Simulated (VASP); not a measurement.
## ZnS: electric field gradients with PBEsol

The system is ZnS.

```
Zn S
1.0
     0.00000    2.70465    2.65056
     2.70465    0.00000    2.65056
     2.70465    2.70465    0.00000
Zn S
1 1
Direct
  0.00000 0.00000 0.00000
  0.75000 0.75000 0.75000
```

This cell differs from its parent crystal: zz strain of -2 %.

```
Program                : VASP 6.6.1
Task                   : electric field gradients
Functional             : PBEsol
Potentials or basis    : VASP PAW PBE potentials, release 64 (Zn, S)
Cutoff                 : 520 eV
k mesh                 : 8 × 8 × 8
Occupations            : fermi-dirac, width 0.01 eV
Spin                   : no spin polarisation
Dipole correction      : no
Further INCAR settings : ALGO = Normal; EDIFF = 1e-08; NBANDS = 16
```

The pressure is -0.5 GPa. The band gap on the k mesh is 2.01 eV, direct.

Stress tensor (GPa, compression positive):
```
-0.80  0.00  0.00
 0.00 -0.80  0.00
 0.00  0.00  0.02
```

Levels at points of the mesh, in eV from the valence-band top:
```tsv
k point	band 5	band 6	band 7	band 8	band 9	band 10	band 11	band 12	band 13	band 14
(0.00, 0.00, 0.00)	-5.97	-5.97	-0.07	-0.07	0.00	2.01	6.25	6.25	6.26	11.54
(0.50, 0.00, 0.00)	-5.93	-5.76	-5.52	-1.00	-0.89	3.18	6.69	6.88	8.72	11.99
(0.50, 0.50, 0.00)	-5.89	-5.72	-4.64	-2.43	-2.43	3.09	3.79	11.06	11.92	11.92
(0.50, 0.00, 0.50)	-5.89	-5.76	-4.76	-2.34	-2.30	3.19	3.99	10.83	11.86	12.03
```

Electric field gradients, principal values (V/Å²):
```tsv
atom	least	middle	greatest (by size)
1 Zn	-1.822	-1.825	3.647
2 S	1.989	1.989	-3.977
```

It took 19 s on 1 thread of Intel(R) Xeon(R) 6975P-C (Granite Rapids) (shared host), peak memory 0.17 GiB.

Caveat: the cell differs from its parent crystal (zz strain of -2 %); without QUAD_EFG the Cq values of the log hold for a quadrupole moment of 1 mb, not for the nuclei; the PAW data sets were made with another functional, which shifts forces and pressure a little.
